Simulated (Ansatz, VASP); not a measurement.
# Two plane-wave programs on Al

File INCAR:

```
ALGO = Normal
EDIFF = 1E-7
ENCUT = 520
GGA = PE
ISIF = 2
ISMEAR = 0
LASPH = T
LCHARG = T
LELF = T
LREAL = F
LVHAR = T
LWAVE = F
NBANDS = 10
NELM = 60
PREC = Accurate
SIGMA = 0.1
```

Contents of KPOINTS:

```
k-points
0
Gamma
  8 8 8
```

POSCAR

```
Al
1.0
    0.0000000000      2.6916714458      4.2368199344
    1.5540068338      0.0000000000      4.2368199344
    1.5540068338      2.6916714458      0.0000000000
Al
2
Direct
    0.1666700000      0.8333300000      0.1666700000
    0.8333300000      0.1666700000      0.8333300000
```

Input for Ansatz:

```yaml
crystal:
  lattice:
    - [0.0, 2.6916714458, 4.2368199344]
    - [1.5540068338, 0.0, 4.2368199344]
    - [1.5540068338, 2.6916714458, 0.0]
  atoms:
    - { symbol: Al, position: [0.16667, 0.83333, 0.16667] }
    - { symbol: Al, position: [0.83333, 0.16667, 0.83333] }
basis:
  ecutwfc: 420
kpoints:
  mp_grid: { grid: [8, 8, 8] }
hamiltonian:
  xc: pbe
scf:
  occupations: { method: gaussian, width: 0.1 }
  lower_state_search: "off"
output:
  forces: true
  stress: true
  eigenvalues: true
```

Alike in both runs: task single point; functional PBE; k mesh 8 × 8 × 8; occupations gaussian, width 0.1 eV; no spin polarisation.

|  | VASP | Ansatz |
| --- | --- | --- |
| version | VASP 6.6.1 | Ansatz 0.2.0 |
| potentials or method | VASP PAW PBE potentials, release 64 (Al), cutoff 520 eV | scalar-relativistic, plane waves, PAW |
| valence electrons in the cell | 6 | 6 |

|  | VASP | Ansatz | Ansatz less VASP |
| --- | --- | --- | --- |
| gap on the k mesh at the Fermi level (eV) | none | none | - |
| rms of the force components (eV/Å) | 0.014 | 0.015 | +0.0006 |

Atom by atom the forces differ by 0.001 eV/Å (rms over components). A gap of «none» marks a metal or a gap that the smearing closes.
